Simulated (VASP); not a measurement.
# C21O in VASP: single point with PBE+D3(BJ)

Aim: the single point of C21O with PBE+D3(BJ).

All numbers are computed with VASP 6.6.1; they aren't measurements. Logs are shortened: lines on timing, memory, paths and dates and some standing lists are left out, and cuts for length are marked.

### Step 1. The cell of the first run

The cell holds a slab with vacuum, 22 atoms: a = 4.930 Å, b = 6.611 Å, c = 23.046 Å, α = 90.00°, β = 90.00°, γ = 90.00°.

### Step 2. Single point, PBE+D3(BJ)

File INCAR:

```
ALGO = Normal
DIPOL = 0.5 0.5 0.300
EDIFF = 1E-6
ENCUT = 520
GGA = PE
IDIPOL = 3
ISIF = 2
ISMEAR = 0
IVDW = 12
LASPH = T
LCHARG = T
LDIPOL = T
LELF = T
LREAL = Auto
LVACPOTAV = T
LVHAR = T
LWAVE = F
NBANDS = 62
NELM = 80
PREC = Accurate
SIGMA = 0.05
```

File KPOINTS:

```
k-points
0
Gamma
  6 4 1
```

File POSCAR:

```
C21O
1.0
    4.9298676348      0.0000000000      0.0000000000
    0.0000000000      6.6106466029      0.0000000000
    0.0000000000      0.0000000000     23.0462285946
C O
21 1
Direct
    0.2500000000      0.6298229082      0.1735641901
    0.7500000000      0.6298229082      0.1735641901
    0.0000000000      0.5373434205      0.1893644698
    0.5000000000      0.5373434205      0.1893644698
    0.0000000000      0.3522116844      0.2208793344
    0.5000000000      0.3522116844      0.2208793344
    0.2500000000      0.2597321967      0.2366796141
    0.7500000000      0.2597321967      0.2366796141
    0.2500000000      0.0746004606      0.2681944787
    0.7500000000      0.0746004606      0.2681944787
    0.0000000000      0.9836592811      0.2844332683
    0.5000000000      0.9836592811      0.2844332683
    0.0000000000      0.7989713350      0.3169069768
    0.5000000000      0.7989713350      0.3169069768
    0.2500000000      0.7082723620      0.3324707277
    0.7500000000      0.7082723620      0.3324707277
    0.2500000000      0.5151741001      0.3643514146
    0.7500000000      0.5151741001      0.3643514146
    0.0000000000      0.4319289200      0.3773384682
    0.5000000000      0.4319289200      0.3773384682
    0.1250000000      1.1819289200      0.5660895248
    0.1250000000      1.1819289200      0.5161898202
```

Potentials or basis: VASP PAW PBE potentials, release 64 (C, O).

On the command line:

```sh
$ cat potpaw_PBE.64/C/POTCAR potpaw_PBE.64/O/POTCAR > POTCAR
$ mpirun -np 1 vasp_std > vasp.out
```

OUTCAR:

```text
EDIFF = 1E-6
   ENCUT = 520
   GGA = PE
   ISIF = 2
   ISMEAR = 0
   IVDW = 12
   LASPH = T
   LREAL = Auto
   NELM = 80
   PREC = Accurate
 IVDW          = 12

 ion  position               nearest neighbor table
   1  0.250  0.630  0.174-   3 1.42   4 1.42
   2  0.750  0.630  0.174-   3 1.42   4 1.42
   3  0.000  0.537  0.189-   5 1.42   2 1.42   1 1.42
   4  0.500  0.537  0.189-   6 1.42   2 1.42   1 1.42
   5  0.000  0.352  0.221-   3 1.42   7 1.42   8 1.42
   6  0.500  0.352  0.221-   4 1.42   7 1.42   8 1.42
   7  0.250  0.260  0.237-   9 1.42   6 1.42   5 1.42
   8  0.750  0.260  0.237-  10 1.42   6 1.42   5 1.42
[... 8 lines left out ...]
  17  0.250  0.515  0.364-  19 1.38  20 1.38  15 1.47
  18  0.750  0.515  0.364-  19 1.38  20 1.38  16 1.47
  19  0.000  0.432  0.377-  17 1.38  18 1.38
  20  0.500  0.432  0.377-  17 1.38  18 1.38
  21  0.125  0.182  0.566-  22 1.15
  22  0.125  0.182  0.516-  21 1.15

  LATTYP: Found a simple orthorhombic cell.
 ALAT       =     4.9298676348
 B/A-ratio  =     1.3409379506
 C/A-ratio  =     4.6748169123

  Lattice vectors:

 A1 = (   4.9298676348,   0.0000000000,   0.0000000000)
 A2 = (   0.0000000000,   6.6106466029,   0.0000000000)
 A3 = (   0.0000000000,   0.0000000000,  23.0462285946)

Analysis of symmetry for initial positions (statically):
=====================================================================
 Subroutine PRICEL returns:
 Original cell was already a primitive cell.

 Routine SETGRP: Setting up the symmetry group for a
 simple orthorhombic supercell.

 Subroutine GETGRP returns: Found  1 space group operations
 (whereof  1 operations were pure point group operations)
 out of a pool of  8 trial point group operations.

The static configuration has the point symmetry C_1 .

Analysis of symmetry for dynamics (positions and initial velocities):
=====================================================================
 Subroutine PRICEL returns:
 Original cell was already a primitive cell.

 Routine SETGRP: Setting up the symmetry group for a
 simple orthorhombic supercell.

 Subroutine GETGRP returns: Found  1 space group operations
 (whereof  1 operations were pure point group operations)
 out of a pool of  8 trial point group operations.

The dynamic configuration has the point symmetry C_1 .

 Subroutine INISYM returns: Found  1 space group operations
 (whereof  1 operations are pure point group operations),
 and found     1 'primitive' translations

----------------------------------------------------------------------------------------

                                     Primitive cell

  volume of cell :     751.0677

  direct lattice vectors                    reciprocal lattice vectors
     4.929867635  0.000000000  0.000000000     0.202845203  0.000000000  0.000000000
     0.000000000  6.610646603  0.000000000     0.000000000  0.151271133  0.000000000
     0.000000000  0.000000000 23.046228595     0.000000000  0.000000000  0.043391048

  length of vectors
     4.929867635  6.610646603 23.046228595     0.202845203  0.151271133  0.043391048

  position of ions in fractional coordinates (direct lattice)
     0.250000000  0.629822908  0.173564190
     0.750000000  0.629822908  0.173564190
     0.000000000  0.537343421  0.189364470
     0.500000000  0.537343421  0.189364470
     0.000000000  0.352211684  0.220879334
     0.500000000  0.352211684  0.220879334
[... 14 lines left out ...]
     0.125000000  0.181928920  0.566089525
     0.125000000  0.181928920  0.516189820

  ion indices of the primitive-cell ions
   primitive index   ion index
                 1           1
                 2           2
                 3           3
                 4           4
                 5           5
                 6           6
[... 14 lines left out ...]
                21          21
                22          22

----------------------------------------------------------------------------------------

 KPOINTS: k-points

Automatic generation of k-mesh.
 Grid dimensions read from file:
 generate k-points for:    6    4    1

 Generating k-lattice:

  Cartesian coordinates                     Fractional coordinates (reciprocal lattice)
     0.033807534  0.000000000  0.000000000     0.166666667  0.000000000  0.000000000
     0.000000000  0.037817783  0.000000000     0.000000000  0.250000000  0.000000000
     0.000000000  0.000000000  0.043391048     0.000000000  0.000000000  1.000000000

  Length of vectors
     0.033807534  0.037817783  0.043391048

  Shift w.r.t. Gamma in fractional coordinates (k-lattice)
     0.000000000  0.000000000  0.000000000

 Subroutine IBZKPT returns following result:
 ===========================================

 Found     14 irreducible k-points:

 Following reciprocal coordinates:
            Coordinates               Weight
  0.000000  0.000000  0.000000      1.000000
  0.166667  0.000000  0.000000      2.000000
  0.333333  0.000000  0.000000      2.000000
  0.500000  0.000000  0.000000      1.000000
  0.000000  0.250000  0.000000      2.000000
  0.166667  0.250000  0.000000      2.000000
  0.166667 -0.250000  0.000000      2.000000
  0.333333  0.250000  0.000000      2.000000
  0.333333 -0.250000  0.000000      2.000000
  0.500000  0.250000  0.000000      2.000000
  0.000000  0.500000  0.000000      1.000000
  0.166667  0.500000  0.000000      2.000000
  0.333333  0.500000  0.000000      2.000000
  0.500000  0.500000  0.000000      1.000000
   k-points           NKPTS =     14   k-points in BZ     NKDIM =     14   number of bands    NBANDS=     62
   number of dos      NEDOS =    301   number of ions     NIONS =     22
   total plane-waves  NPLWV = 360000
   dimension x,y,z NGX =    40 NGY =   50 NGZ =  180
   dimension x,y,z NGXF=    80 NGYF=  100 NGZF=  360
   ions per type =              21   1
   NGX,Y,Z   is equivalent  to a cutoff of  13.49, 12.57, 12.98 a.u.
   NGXF,Y,Z  is equivalent  to a cutoff of  26.98, 25.15, 25.97 a.u.
 SYSTEM =  unknown system
   PREC   = accura    normal or accurate (medium, high low for compatibility)
   ISTART =      0    job   : 0-new  1-cont  2-samecut
   ICHARG =      2    charge: 1-file 2-atom 10-const
   ISPIN  =      1    spin polarized calculation?
   LNONCOLLINEAR =      F non collinear calculations
   LSORBIT =      F    spin-orbit coupling
   LASPH  =      T    aspherical Exc in radial PAW
   ENCUT  =  520.0 eV  38.22 Ry    6.18 a.u.   9.17 12.29 42.85*2*pi/ulx,y,z
   NELM   =     80;   NELMIN=  2; NELMDL= -5     # of ELM steps
   EDIFF  = 0.1E-05   stopping-criterion for ELM
   LREAL  =      T    real-space projection
   EDIFFG = 0.1E-04   stopping-criterion for IOM
   NSW    =      0    number of steps for IOM
[... 5 lines left out ...]
   TEBEG  =    0.0;   TEEND  =   0.0 temperature during run
   PSTRESS=    0.0 pullay stress
   NELECT =      90.0000    total number of electrons
   NUPDOWN=      -1.0000    fix difference up-down
   EMIN   =  10.00;   EMAX   =-10.00  energy-range for DOS
   EFERMI =   0.00;   METHOD = LEGACY
   ISMEAR =     0;   SIGMA  =   0.05  broadening in eV -4-tet -1-fermi 0-gaus
   EFERMI_NEDOS =   21; number of points for ismear=-14 and -15
   IALGO  =     38    algorithm
   IMIX   =      4    mixing-type and parameters
     AMIX     =   0.40;   BMIX     =  1.00
     AMIX_MAG =   1.60;   BMIX_MAG =  1.00
  volume/ion in A,a.u.               =      34.14       230.38
  Fermi-wavevector in a.u.,A,eV,Ry     =   0.807104  1.525205  8.863057  0.651416
  Thomas-Fermi vector in A             =   1.915661
   LORBIT       =      0    0 simple, 1 ext, 2 COOP (PROOUT), +10 PAW based schemes
   GGA     = PE    functional components
   LHFCALC =     F    Hartree Fock is set to
   AEXX    =    0.0000 exact exchange contribution
   IVDW    =    12    specifies the selected vdW correction
   LEPSILON=     F    determine dielectric tensor
   LRPA    =     F    only Hartree local field effects (RPA)
 non-spin polarized calculation
 Gauss-broadening in eV      SIGMA  =   0.05
  energy-cutoff  :      520.00
  volume of cell :      751.07
 maximum number of plane-waves:     20276
 NGX is ok and might be reduce to    40
   NGX = 19   NGY = 25   NGZ = 85

 dipolmoment           0.000000      0.000000      0.047390 electrons x Angstroem

 number of electron      90.0000009 magnetization

 dipolmoment           0.000000      0.000000     -0.044870 electrons x Angstroem

 Free energy of the ion-electron system (eV)
  ---------------------------------------------------
  ext. energy  EPLUGINS =         0.00000000
  ---------------------------------------------------
  free energy    TOTEN  =      -186.08919997 eV

  energy without entropy =     -186.06826236  energy(sigma->0) =     -186.07873116

 E-fermi :  -3.0576     XC(G=0):  -3.6192

 val. band max:       -3.0596455457   @ k =   0.0000   0.2500   0.0000
 cond. band min:      -3.0473559935   @ k =   0.3333   0.0000   0.0000
 fundamental gap:      0.0122895523
 Fermi energy:        -3.0575865834

 k-point     1 :       0.0000    0.0000    0.0000
  band No.  band energies     occupation
      1     -26.8924      2.00000
      2     -22.0786      2.00000
      3     -21.3414      2.00000
      4     -20.3099      2.00000
      5     -18.9941      2.00000
      6     -17.8221      2.00000
[... 49 lines left out ...]
     56       1.4057      0.00000
     57       1.9232      0.00000

 k-point     2 :       0.1667    0.0000    0.0000
  band No.  band energies     occupation
      1     -26.8922      2.00000
      2     -21.9558      2.00000
      3     -21.2206      2.00000
      4     -20.1911      2.00000
      5     -19.0700      2.00000
      6     -18.8793      2.00000
[... 49 lines left out ...]
     56       1.5755      0.00000
     57       1.8790      0.00000
[... 658 lines left out ...]
     56       2.4119      0.00000
     57       3.0307      0.00000

 k-point    14 :       0.5000    0.5000    0.0000
  band No.  band energies     occupation
      1     -26.8918      2.00000
      2     -20.8971      2.00000
      3     -20.8967      2.00000
      4     -20.3766      2.00000
      5     -20.3761      2.00000
      6     -19.2878      2.00000
[... 49 lines left out ...]
     56       3.1528      0.00000
     57       3.2440      0.00000
 [bands above 57 left out]

------------------------ aborting loop because EDIFF is reached ----------------------------------------

 Edisp (eV)   -2.16821

 E8    (eV) :    -0.6452

  FORCE on cell =-STRESS in cart. coord.  units (eV):
  Direction    XX          YY          ZZ          XY          YZ          ZX
  --------------------------------------------------------------------------------------
  -------------------------------------------------------------------------------------
  Total       3.56034    -0.00106    -0.82006    -0.00603    -0.43515     0.00960
  in kB       7.59491    -0.00226    -1.74936    -0.01287    -0.92827     0.02049
  external pressure =        1.95 kB  Pullay stress =        0.00 kB

 VOLUME and BASIS-vectors are now :
 -----------------------------------------------------------------------------
  energy-cutoff  :      520.00
  volume of cell :      751.07
      direct lattice vectors                 reciprocal lattice vectors
     4.929867635  0.000000000  0.000000000     0.202845203  0.000000000  0.000000000
     0.000000000  6.610646603  0.000000000     0.000000000  0.151271133  0.000000000
     0.000000000  0.000000000 23.046228595     0.000000000  0.000000000  0.043391048

 POSITION                                       TOTAL-FORCE (eV/Angst)
 -----------------------------------------------------------------------------------
      1.23247      4.16354      4.00000         0.000393     -1.686800      1.100097
      3.69740      4.16354      4.00000        -0.000393     -1.686434      1.099634
      0.00000      3.55219      4.36414         0.000102      2.633912     -1.641739
      2.46493      3.55219      4.36414        -0.000102      2.633296     -1.641313
      0.00000      2.32835      5.09044        -0.000012     -1.094465      0.620969
      2.46493      2.32835      5.09044         0.000013     -1.094547      0.620876
[... 14 lines left out ...]
      0.61623      1.20267     13.04623        -0.001175      0.008830     -0.751362
      0.61623      1.20267     11.89623         0.004501      0.003376      0.724141
 -----------------------------------------------------------------------------------
    total drift:                                0.000001     -0.027126      0.000552

  FREE ENERGIE OF THE ION-ELECTRON SYSTEM (eV)
  ---------------------------------------------------
  free  energy   TOTEN  =      -188.2574072342 eV

  energy  without entropy=     -188.2364696309  energy(sigma->0) =     -188.24693843

 vacuum level on the upper side and lower side of the slab         2.468         2.717
```

It took 25 min on 1 thread of Intel Xeon Platinum 8259CL at 2.50GHz (Skylake/Cascade Lake), shared host; peak memory 0.9 GiB.

Results:

```
Free energy                : -188.2574 eV
Largest force              : 3.104 eV/Å
Band gap on the k mesh     : zero (bands 45 and 46 overlap by 0.12 eV)
Dispersion energy per atom : -0.099 eV
```

Forces in eV/Å, atoms in the order of the input:
```
C    0.000 -1.687  1.100
C    0.000 -1.686  1.100
C    0.000  2.634 -1.642
C    0.000  2.633 -1.641
C    0.000 -1.094  0.621
C    0.000 -1.095  0.621
C    0.000  0.359 -0.316
C    0.000  0.359 -0.315
C    0.000 -0.242  0.249
C    0.000 -0.243  0.249
C    0.000  0.112 -0.063
C    0.000  0.111 -0.064
C   -0.002 -0.110  0.068
C    0.002 -0.113  0.069
C   -0.005  0.101 -0.065
C    0.004  0.106 -0.067
C    0.001 -0.251  0.128
C   -0.001 -0.228  0.112
C   -0.010  0.177 -0.074
C    0.007  0.147 -0.044
C   -0.001  0.009 -0.751
O    0.005  0.003  0.724
```

Levels at points of the mesh, in eV from the Fermi level:
```tsv
k point	band 43	band 44	band 45	band 46	band 47	band 48
(0.00, 0.00, 0.00)	-0.54	-0.33	0.03	0.17	0.40	0.83
(0.50, 0.00, 0.00)	-1.11	-0.15	-0.14	-0.04	-0.04	2.18
(0.00, 0.50, 0.00)	-0.54	-0.33	0.03	0.18	0.51	0.96
(0.50, 0.50, 0.00)	-1.29	-0.14	-0.14	-0.04	-0.03	2.24
```
